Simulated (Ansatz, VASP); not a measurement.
**LaC in VASP and in Ansatz**

INCAR

```
  ALGO = Normal
  EDIFF = 1E-6
  ENCUT = 520
  GGA = CA
  ISIF = 2
  ISMEAR = 0
  LASPH = True
  LCHARG = False
  LREAL = False
  LWAVE = False
  NBANDS = 14
  NELM = 60
  PREC = Accurate
  SIGMA = 0.05
```

Contents of KPOINTS:

```
k-points
0
Gamma
  10 10 10
```

File POSCAR:

```
LaC
1.0
    3.7615465854      0.0000000000      0.0000000000
   -1.8807732927      3.2575949005      0.0000000000
    0.0000000000      0.0000000000      3.2120628345
La C
1 1
Direct
    0.0000000000      0.0000000000      0.0000000000
    0.6666666667      0.3333333333      0.5000000000
```

Input for Ansatz:

```yaml
crystal:
  lattice:
    - [3.7615465854, 0.0, 0.0]
    - [-1.8807732927, 3.2575949005, 0.0]
    - [0.0, 0.0, 3.2120628345]
  atoms:
    - { symbol: La, position: [0.0, 0.0, 0.0] }
    - { symbol: C, position: [0.6666666667, 0.3333333333, 0.5] }
basis:
  ecutwfc: 420
  ecutrho_ratio: 4
kpoints:
  mp_grid: { grid: [10, 10, 10] }
hamiltonian:
  xc: lda
scf:
  occupations: { method: gaussian, width: 0.05 }
output:
  forces: true
  stress: true
  eigenvalues: true
  populations: true
  hubbard: { sites: [{ species: La, l: f }] }
```

Alike in both runs: task single point; functional LDA; k mesh 10 × 10 × 10; occupations gaussian, width 0.05 eV; no spin polarisation.

|  | VASP | Ansatz |
| --- | --- | --- |
| version | VASP 6.6.1 | Ansatz 0.2.0 |
| potentials or method | VASP PAW LDA potentials, release 64 (La, C), cutoff 520 eV | scalar-relativistic, plane waves, PAW |
| valence electrons in the cell | 15 | 15 |

Ansatz gave:

| Property | Result |
| --- | --- |
| gap on the k mesh at the Fermi level (eV) | none |
| pressure (GPa) | -5.9 |
| traceless stress, the component that is largest in VASP (GPa) | -0.81 |

**Question.** Which values does VASP return?

**Answer.** gap on the k mesh at the Fermi level (eV): none; pressure (GPa): -5.9; traceless stress, the component that is largest in VASP (GPa): -0.85.

LDA's correlation is that of Perdew and Zunger in VASP and of Perdew and Wang (1992) in Ansatz. A gap of «none» marks a metal or a gap that the smearing closes.

Neither program's run includes spin-orbit coupling.
